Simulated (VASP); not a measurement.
Runs of VASP 6.6.1 on AlRu. The structure is that of space group Pm-3m (No. 221), or close to it. The cells are those of the table. 

| cell | further INCAR settings | gap on the mesh (eV) | pressure (GPa) |
| --- | --- | --- | --- |
| a = 2.902, b = 2.992, c = 2.992 Å, 2 atoms | ALGO = Fast; EDIFF = 1e-07; NBANDS = 16 | none | 9.7 |
| a = 3.081, b = 2.992, c = 2.992 Å, 2 atoms | ALGO = Fast; EDIFF = 1e-07; NBANDS = 16 | none | -3.3 |
| a = 3.036, b = 2.992, c = 2.992 Å, 2 atoms | ALGO = Fast; EDIFF = 1e-06; NBANDS = 16 | none | (a) |
| a = 2.947, b = 2.992, c = 2.992 Å, 2 atoms | ALGO = Fast; EDIFF = 1e-06; NBANDS = 16 | none | (b) |
| a = 3.171, b = 2.992, c = 2.992 Å, 2 atoms | ALGO = Fast; EDIFF = 1e-06; NBANDS = 16 | none | -8.2 |

Alike in all rows: task single point; level PBE; potentials or basis VASP PAW PBE potentials, release 64 (Al, Ru_pv); no spin polarisation; k mesh 16 × 16 × 16; cutoff (eV) 520; smearing gaussian 0.15 eV.

Task: Estimate the missing entries.

Result: (a) -0.5; (b) 6.0.

Caveats: the stress differs along the axes, from 8 to 14 GPa (at least some runs); the cell stands under tension (at least some runs); the cell stands under pressure (at least some runs); the stress differs along the axes, from -14 to -5 GPa (at least some runs).

A k mesh can miss the band edges, and the runs leave out spin-orbit coupling on Ru.

A gap of «none» marks levels without a gap at the run's occupations.
